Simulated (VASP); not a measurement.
# PbS (Galena) (Fm-3m) in VASP: a series of runs

Aim: see how the results for PbS (Galena) move with the level of theory and the settings. Levels: RPBE, PBE, HSE06, PBE0. Tasks: single point.

All numbers are computed with VASP 6.6.1; they aren't measurements. Logs are shortened: lines on timing, memory, paths and dates and some standing lists are left out, and cuts for length are marked.

## 1. The cell of the first run

Symmetry: Fm-3m, No. 225, cubic system. The conventional cell has a = 6.048 Å, b = 6.048 Å, c = 6.048 Å, α = 90.00°, β = 90.00°, γ = 90.00°. Within 4.0 Å of Pb (site symmetry m-3m) lie 6 S at 3.02 Å. S (site symmetry m-3m) has 6 Pb at 3.02 Å within 4.0 Å.

## 2. Single point, RPBE

The input, INCAR:

```
ALGO = Normal
EDIFF = 1E-7
ENCUT = 520
GGA = RP
ISIF = 2
ISMEAR = -1
LASPH = T
LCHARG = F
LREAL = F
LWAVE = F
NBANDS = 17
NELM = 60
PREC = Accurate
SIGMA = 0.05
```

The input, KPOINTS:

```
k-points
0
Gamma
  8 8 8
```

The input, POSCAR:

```
PbS
1.0
    0.0000000000      3.0239167281      3.0239167281
    3.0239167281      0.0000000000      3.0239167281
    3.0239167281      3.0239167281      0.0000000000
Pb S
1 1
Direct
    0.0000000000      0.0000000000      0.0000000000
    0.5000000000      0.5000000000      0.5000000000
```

Potentials or basis: VASP PAW PBE potentials, release 64 (Pb_d, S).

Launch:

```bash
cat potpaw_PBE.64/Pb_d/POTCAR potpaw_PBE.64/S/POTCAR > POTCAR
mpirun -np 1 vasp_std > vasp.out
```

OUTCAR:

```text
EDIFF = 1E-7
   ENCUT = 520
   GGA = RP
   ISIF = 2
   ISMEAR = -1
   LASPH = T
   LREAL = F
   NELM = 60
   PREC = Accurate

 ion  position               nearest neighbor table
   1  0.000  0.000  0.000-   2 3.02   2 3.02   2 3.02   2 3.02   2 3.02   2 3.02
   2  0.500  0.500  0.500-   1 3.02   1 3.02   1 3.02   1 3.02   1 3.02   1 3.02

  LATTYP: Found a face centered cubic cell.
 ALAT       =     6.0478334562

  Lattice vectors:

 A1 = (   0.0000000000,   3.0239167281,   3.0239167281)
 A2 = (   3.0239167281,   0.0000000000,   3.0239167281)
 A3 = (   3.0239167281,   3.0239167281,   0.0000000000)

Analysis of symmetry for initial positions (statically):
=====================================================================
 Subroutine PRICEL returns:
 Original cell was already a primitive cell.

 Routine SETGRP: Setting up the symmetry group for a
 face centered cubic supercell.

 Subroutine GETGRP returns: Found 48 space group operations
[... 9 lines left out ...]

 Routine SETGRP: Setting up the symmetry group for a
 face centered cubic supercell.

 Subroutine GETGRP returns: Found 48 space group operations
[... 11 lines left out ...]
                                     Primitive cell

  volume of cell :      55.3018

  direct lattice vectors                    reciprocal lattice vectors
     0.000000000  3.023916728  3.023916728    -0.165348469  0.165348469  0.165348469
     3.023916728  0.000000000  3.023916728     0.165348469 -0.165348469  0.165348469
     3.023916728  3.023916728  0.000000000     0.165348469  0.165348469 -0.165348469

  length of vectors
     4.276464048  4.276464048  4.276464048     0.286391948  0.286391948  0.286391948

  position of ions in fractional coordinates (direct lattice)
     0.000000000  0.000000000  0.000000000
     0.500000000  0.500000000  0.500000000

  ion indices of the primitive-cell ions
   primitive index   ion index
                 1           1
                 2           2

----------------------------------------------------------------------------------------

 KPOINTS: k-points

Automatic generation of k-mesh.
 Grid dimensions read from file:
 generate k-points for:    8    8    8

 Generating k-lattice:

  Cartesian coordinates                     Fractional coordinates (reciprocal lattice)
    -0.020668559  0.020668559  0.020668559     0.125000000  0.000000000  0.000000000
     0.020668559 -0.020668559  0.020668559     0.000000000  0.125000000  0.000000000
     0.020668559  0.020668559 -0.020668559     0.000000000  0.000000000  0.125000000

  Length of vectors
     0.035798994  0.035798994  0.035798994

  Shift w.r.t. Gamma in fractional coordinates (k-lattice)
     0.000000000  0.000000000  0.000000000

 Subroutine IBZKPT returns following result:
 ===========================================

 Found     29 irreducible k-points:

 Following reciprocal coordinates:
            Coordinates               Weight
  0.000000  0.000000  0.000000      1.000000
  0.125000  0.000000  0.000000      8.000000
  0.250000  0.000000  0.000000      8.000000
  0.375000  0.000000  0.000000      8.000000
  0.500000  0.000000  0.000000      4.000000
  0.125000  0.125000  0.000000      6.000000
[... 16 lines left out ...]
  0.500000  0.250000  0.125000     48.000000
 -0.375000  0.250000  0.125000     24.000000
 [... further k-points ...]
   k-points           NKPTS =     29   k-points in BZ     NKDIM =     29   number of bands    NBANDS=     17
   number of dos      NEDOS =    301   number of ions     NIONS =      2
   total plane-waves  NPLWV =  32768
   dimension x,y,z NGX =    32 NGY =   32 NGZ =   32
   dimension x,y,z NGXF=    64 NGYF=   64 NGZF=   64
   ions per type =               1   1
   NGX,Y,Z   is equivalent  to a cutoff of  12.44, 12.44, 12.44 a.u.
   NGXF,Y,Z  is equivalent  to a cutoff of  24.88, 24.88, 24.88 a.u.
 SYSTEM =  unknown system
   PREC   = accura    normal or accurate (medium, high low for compatibility)
   ISTART =      0    job   : 0-new  1-cont  2-samecut
   ICHARG =      2    charge: 1-file 2-atom 10-const
   ISPIN  =      1    spin polarized calculation?
   LNONCOLLINEAR =      F non collinear calculations
   LSORBIT =      F    spin-orbit coupling
   LASPH  =      T    aspherical Exc in radial PAW
   ENCUT  =  520.0 eV  38.22 Ry    6.18 a.u.   7.95  7.95  7.95*2*pi/ulx,y,z
   NELM   =     60;   NELMIN=  2; NELMDL= -5     # of ELM steps
   EDIFF  = 0.1E-06   stopping-criterion for ELM
   LREAL  =      F    real-space projection
   EDIFFG = 0.1E-05   stopping-criterion for IOM
   NSW    =      0    number of steps for IOM
   IBRION =     -1    ionic relax: 0-MD 1-quasi-New 2-CG
   NFREE  =      0    steps in history (QN), initial steepest desc. (CG)
   ISIF   =      2    stress and relaxation
   ISYM   =      2    0-nonsym 1-usesym 2-fastsym
   POTIM  = 0.5000    time-step for ionic-motion
   TEBEG  =    0.0;   TEEND  =   0.0 temperature during run
   PSTRESS=    0.0 pullay stress
[... 83 lines left out ...]
      3     -11.6125      2.00000
      4     -11.5798      2.00000
      5     -11.5798      2.00000
      6      -7.0077      2.00000
[... 9 lines left out ...]
     16      14.4815      0.00000
     17      16.8581      0.00000

 k-point     5 :       0.5000    0.0000    0.0000
  band No.  band energies     occupation
      1     -11.6221      2.00000
      2     -11.6221      2.00000
      3     -11.6121      2.00000
      4     -11.5749      2.00000
      5     -11.5749      2.00000
      6      -6.7876      2.00000
[... 9 lines left out ...]
     16      15.4141      0.00000
     17      15.6970      0.00000

 k-point     6 :       0.1250    0.1250    0.0000
  band No.  band energies     occupation
      1     -11.6187      2.00000
      2     -11.6093      2.00000
      3     -11.6093      2.00000
      4     -11.6027      2.00000
      5     -11.5908      2.00000
      6      -7.7170      2.00000
[... 9 lines left out ...]
     16      13.1559      0.00000
     17      14.5196      0.00000

 k-point     7 :       0.2500    0.1250    0.0000
  band No.  band energies     occupation
      1     -11.6194      2.00000
      2     -11.6143      2.00000
      3     -11.6052      2.00000
      4     -11.6004      2.00000
      5     -11.5862      2.00000
      6      -7.4536      2.00000
[... 9 lines left out ...]
     16      13.9606      0.00000
     17      15.7147      0.00000

 k-point     8 :       0.3750    0.1250    0.0000
  band No.  band energies     occupation
      1     -11.6269      2.00000
      2     -11.6131      2.00000
      3     -11.6094      2.00000
      4     -11.5914      2.00000
      5     -11.5774      2.00000
      6      -7.0548      2.00000
[... 9 lines left out ...]
     16      15.0109      0.00000
     17      16.8020      0.00000
[... 203 lines left out ...]
      1     -11.6899      2.00000
      2     -11.6296      2.00000
      3     -11.5798      2.00000
      4     -11.5740      2.00000
      5     -11.5707      2.00000
      6      -6.5085      2.00000
[... 9 lines left out ...]
     16      16.7952      0.00000
     17      16.9010      0.00000

 k-point    20 :      -0.3750    0.3750    0.0000
  band No.  band energies     occupation
      1     -11.6752      2.00000
      2     -11.6174      2.00000
      3     -11.5876      2.00000
      4     -11.5817      2.00000
      5     -11.5751      2.00000
      6      -6.4517      2.00000
[... 9 lines left out ...]
     16      16.0268      0.00000
     17      17.6300      0.00000

 k-point    21 :       0.5000    0.5000    0.0000
  band No.  band energies     occupation
      1     -11.7038      2.00000
      2     -11.6350      2.00000
      3     -11.5736      2.00000
      4     -11.5687      2.00000
      5     -11.5687      2.00000
      6      -6.4523      2.00000
[... 9 lines left out ...]
     16      17.2836      0.00000
     17      17.4686      0.00000

 k-point    22 :       0.3750    0.2500    0.1250
  band No.  band energies     occupation
      1     -11.6288      2.00000
      2     -11.6184      2.00000
      3     -11.6023      2.00000
      4     -11.5934      2.00000
      5     -11.5815      2.00000
      6      -7.1514      2.00000
[... 9 lines left out ...]
     16      15.0676      0.00000
     17      15.3604      0.00000

 k-point    23 :       0.5000    0.2500    0.1250
  band No.  band energies     occupation
      1     -11.6400      2.00000
      2     -11.6122      2.00000
      3     -11.6043      2.00000
      4     -11.5883      2.00000
      5     -11.5783      2.00000
      6      -6.7863      2.00000
[... 9 lines left out ...]
     16      15.4936      0.00000
     17      16.4436      0.00000

 k-point    24 :      -0.3750    0.2500    0.1250
  band No.  band energies     occupation
      1     -11.6441      2.00000
      2     -11.6110      2.00000
      3     -11.5997      2.00000
      4     -11.5921      2.00000
      5     -11.5755      2.00000
      6      -6.6064      2.00000
[... 9 lines left out ...]
     16      16.1434      0.00000
     17      16.3802      0.00000

 [... further k-points ...]

------------------------ aborting loop because EDIFF is reached ----------------------------------------

  FORCE on cell =-STRESS in cart. coord.  units (eV):
  Direction    XX          YY          ZZ          XY          YZ          ZX
  --------------------------------------------------------------------------------------
  -------------------------------------------------------------------------------------
  Total        0.2636270      0.2636270      0.2636270      0.0000000      0.0000000      0.0000000
  in kB        7.6376711      7.6376711      7.6376711      0.0000000      0.0000000      0.0000000
  external PRESSURE =       7.6376711 kB  Pullay stress =       0.0000000 kB

 VOLUME and BASIS-vectors are now :
 -----------------------------------------------------------------------------
  energy-cutoff  :      520.00
  volume of cell :       55.30
      direct lattice vectors                 reciprocal lattice vectors
     0.000000000  3.023916728  3.023916728    -0.165348469  0.165348469  0.165348469
     3.023916728  0.000000000  3.023916728     0.165348469 -0.165348469  0.165348469
     3.023916728  3.023916728  0.000000000     0.165348469  0.165348469 -0.165348469

 POSITION                                       TOTAL-FORCE (eV/Angst)
 -----------------------------------------------------------------------------------
      0.00000      0.00000      0.00000         0.000000      0.000000      0.000000
      3.02392      3.02392      3.02392         0.000000      0.000000      0.000000
 -----------------------------------------------------------------------------------
    total drift:                                0.000000     -0.000000     -0.000000

  FREE ENERGIE OF THE ION-ELECTRON SYSTEM (eV)
  ---------------------------------------------------
  free  energy   TOTEN  =        -8.1073331899 eV

  energy  without entropy=       -8.1073173793  energy(sigma->0) =       -8.10732528
```

It took 29 s on 1 thread of Intel Xeon Platinum 8488C (Sapphire Rapids), shared host; peak memory 0.18 GiB.

What came out:

- Free energy: -8.1073 eV
- Pressure: 0.8 GPa
- Band gap on the k mesh: 0.66 eV, direct

Caveat: the PAW data sets were made with another functional, which shifts forces and pressure a little; spin-orbit coupling is left out, which moves the levels of the heavy elements.

## 3. Single point, PBE

This run uses another cell than the first one, of 26.09 Å³/atom, 0.943 times its volume.

The input, INCAR:

```
PREC     = Accurate       # precision mode
ENCUT    = 520            # plane-wave cutoff, eV
EDIFF    = 1E-6           # SCF threshold, eV
ISMEAR   = -1             # smearing method
SIGMA    = 0.05           # smearing width, eV
LREAL    = F              # projectors in reciprocal space
LASPH    = T              # aspherical terms in the spheres
NELM     = 60             # most SCF steps
ALGO     = Normal         # electronic algorithm
ISIF     = 2              # what is computed and relaxed
LWAVE    = F              # write WAVECAR
LCHARG   = F              # write CHGCAR
GGA      = PE             # functional
NBANDS   = 17             # bands
```

The input, KPOINTS:

```
regular mesh
0
Gamma
  4 4 4
```

The input, POSCAR:

```
PbS
1.0
    0.0000000000      2.9657500000      2.9657500000
    2.9657500000      0.0000000000      2.9657500000
    2.9657500000      2.9657500000      0.0000000000
Pb S
1 1
Direct
    0.0000000000      0.0000000000      0.0000000000
    0.5000000000      0.5000000000      0.5000000000
```

Potentials or basis: VASP PAW PBE potentials, release 64 (Pb_d, S).

Launch:

```bash
cat potpaw_PBE.64/Pb_d/POTCAR potpaw_PBE.64/S/POTCAR > POTCAR
mpirun -np 1 vasp_std > vasp.out
```

Run time: 6.6 s. Hardware: 1 thread of Intel Xeon 6975P-C, shared host; peak memory 0.18 GiB.

It converged, with:

| Quantity | Value |
| --- | --- |
| Free energy | -8.7423 eV |
| Pressure | 2.2 GPa |
| Band gap on the k mesh | 0.36 eV, direct |

Levels at points of the mesh, in eV from the valence-band top:
```tsv
k point	band 8	band 9	band 10	band 11	band 12	band 13
(0.00, 0.00, 0.00)	-2.17	-2.17	-2.17	5.22	5.22	5.22
(0.50, 0.00, 0.00)	-1.78	-1.78	0.00	0.36	1.97	1.97
(0.50, 0.50, 0.00)	-5.20	-3.44	-3.44	3.86	5.58	5.69
```

Caveat: the k points lie up to 0.46 Å⁻¹ apart; spin-orbit coupling is left out, which moves the levels of the heavy elements. A k mesh can miss the band edges.

## 4. Single point, HSE06

This run uses another cell than the first one, of 26.09 Å³/atom, 0.943 times its volume.

POSCAR is that of step 3.

The input, INCAR.step1:

```
SYSTEM = PbS
PREC = Accurate ; ENCUT = 520
EDIFF = 1E-5 ; ISMEAR = -1
SIGMA = 0.05 ; LREAL = .FALSE.
LASPH = .TRUE. ; NELM = 60
ALGO = Normal ; ISIF = 2
LWAVE = .TRUE. ; LCHARG = .FALSE.
GGA = PE ; NBANDS = 17
```

The input, INCAR.step2:

```
SYSTEM = PbS
PREC = Accurate ; ENCUT = 520
EDIFF = 1E-6 ; ISMEAR = -1
SIGMA = 0.05 ; LREAL = .FALSE.
LASPH = .TRUE. ; NELM = 60
ALGO = Normal ; ISIF = 2
LWAVE = .FALSE. ; LCHARG = .FALSE.
GGA = PE ; LHFCALC = .TRUE.
HFSCREEN = 0.2079 ; PRECFOCK = Normal
ISTART = 1 ; NBANDS = 17
```

The input, KPOINTS:

```
regular mesh
0
G
  4 4 4
  0 0 0
```

Launch:

```bash
cat potpaw_PBE.64/Pb_d/POTCAR potpaw_PBE.64/S/POTCAR > POTCAR
cp INCAR.step1 INCAR
mpirun -np 1 vasp_std > vasp.out
cp INCAR.step2 INCAR
mpirun -np 1 vasp_std > vasp.out
```

It took 7.9 min on 1 thread of Intel Xeon 6975P-C, shared host; peak memory 0.29 GiB.

Results (log left out):

```
Free energy            : -10.3903 eV
Pressure               : 1.1 GPa
Band gap on the k mesh : 0.80 eV, direct
```

Levels at points of the mesh, in eV from the valence-band top:
```csv
k point,band 7,band 8,band 9,band 10,band 11,band 12,band 13,band 14
"(0.00, 0.00, 0.00)",-6.41,-2.55,-2.55,-2.55,6.04,6.04,6.04,7.42
"(0.50, 0.00, 0.00)",-9.67,-2.15,-2.15,0.00,0.80,2.48,2.48,9.46
"(0.50, 0.50, 0.00)",-7.71,-5.86,-3.94,-3.94,4.36,6.47,6.58,6.58
```

Caveat: the k points lie up to 0.46 Å⁻¹ apart; the PAW data sets were made with another functional, which shifts forces and pressure a little; spin-orbit coupling is left out, which moves the levels of the heavy elements.

## 5. Single point, PBE0

This run uses another cell than the first one, of 26.09 Å³/atom, 0.943 times its volume.

POSCAR is that of step 4.

The input, INCAR.step1:

```
ALGO = Normal ; EDIFF = 1E-5
ENCUT = 520 ; GGA = PE
ISIF = 2 ; ISMEAR = -1
LASPH = True ; LCHARG = False
LREAL = False ; LWAVE = True
NBANDS = 17 ; NELM = 80
PREC = Accurate ; SIGMA = 0.05
```

The input, INCAR.step2:

```
AEXX = 0.25 ; ALGO = Normal
EDIFF = 1E-6 ; ENCUT = 520
GGA = PE ; ISIF = 2
ISMEAR = -1 ; ISTART = 1
LASPH = True ; LCHARG = False
LHFCALC = True ; LREAL = False
LWAVE = False ; NBANDS = 17
NELM = 80 ; PREC = Accurate
PRECFOCK = Normal ; SIGMA = 0.05
```

The input, KPOINTS:

```
k-points
0
Gamma
  4 4 4
```

Launch:

```bash
cat potpaw_PBE.64/Pb_d/POTCAR potpaw_PBE.64/S/POTCAR > POTCAR
cp INCAR.step1 INCAR
mpirun -np 1 vasp_std > vasp.out
cp INCAR.step2 INCAR
mpirun -np 1 vasp_std > vasp.out
```

Run time: 9.9 min. Hardware: 1 thread of Intel Xeon 6975P-C, shared host; peak memory 0.19 GiB.

It converged, with:

```yaml
Free_energy: -11.4540 eV
Pressure: 1.0 GPa
Band_gap_on_the_k_mesh: 1.48 eV, direct
```

Levels at points of the mesh, in eV from the valence-band top:
| k point | band 7 | band 8 | band 9 | band 10 | band 11 | band 12 | band 13 | band 14 |
| --- | --- | --- | --- | --- | --- | --- | --- | --- |
| (0.00, 0.00, 0.00) | -6.47 | -2.59 | -2.59 | -2.59 | 6.78 | 6.78 | 6.78 | 8.14 |
| (0.50, 0.00, 0.00) | -9.75 | -2.17 | -2.17 | 0.00 | 1.48 | 3.18 | 3.18 | 10.16 |
| (0.50, 0.50, 0.00) | -7.78 | -5.95 | -4.00 | -4.00 | 5.05 | 7.21 | 7.32 | 7.32 |

Caveat: the k points lie up to 0.46 Å⁻¹ apart; the PAW data sets were made with another functional, which shifts forces and pressure a little; spin-orbit coupling is left out, which moves the levels of the heavy elements. A k mesh can miss the band edges.

## 6. Overview

| level | cell | k mesh | grid for exact exchange (PRECFOCK) | screening parameter | gap on the mesh (eV) | pressure (GPa) |
| --- | --- | --- | --- | --- | --- | --- |
| RPBE | a = 4.276 Å, angles 60.0°, 2 atoms | 8 × 8 × 8 | - | - | 0.66 | 0.8 |
| PBE | a = 4.194 Å, angles 60.0°, 2 atoms | 4 × 4 × 4 | - | - | 0.36 | 2.2 |
| HSE06 | a = 4.194 Å, angles 60.0°, 2 atoms | 4 × 4 × 4 | Normal | 0.2079 1/Å | 0.80 | 1.1 |
| PBE0 | a = 4.194 Å, angles 60.0°, 2 atoms | 4 × 4 × 4 | Normal | - | 1.48 | 1.0 |

Alike in all rows: task single point; potentials or basis VASP PAW PBE potentials, release 64 (Pb_d, S); no spin polarisation; cutoff (eV) 520; smearing fermi-dirac 0.05 eV.

Caveats: some runs use coarse meshes; spin-orbit coupling is left out, which moves the levels of the heavy elements; the PAW data sets were made with another functional, which shifts forces and pressure a little (some runs).

Absolute energies hang on the potentials; compare differences alone.
